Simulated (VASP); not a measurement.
Crystal: ZnHgO2.

```
Zn O Hg
1.0
     3.32639    0.00000    0.00000
     0.00000    3.32639    0.00000
     0.00000    0.00000    5.19307
Zn O Hg
1 2 1
Direct
  0.00000 0.00000 0.00000
  0.00000 0.50000 0.20343
  0.50000 0.00000 0.79657
  0.50000 0.50000 0.50000
```

Program: VASP 6.6.1. Alike in all runs: task single point; level PBE; potentials or basis VASP PAW PBE potentials, release 64 (Zn, O, Hg); cell as given; cutoff (eV) 520; smearing fermi-dirac 0.02 eV. Hardware: 1 thread of Intel Xeon 6975P-C, on a shared host.

Order these runs on this cell by their wall time, lowest first.
A. spin off; k mesh 6 × 6 × 4
B. spin collinear, zero start; k mesh 6 × 6 × 4
C. spin off; k mesh 2 × 2 × 2

C (8.7 s), A (34 s), B (83 s).

Caveats: some runs use coarse meshes.
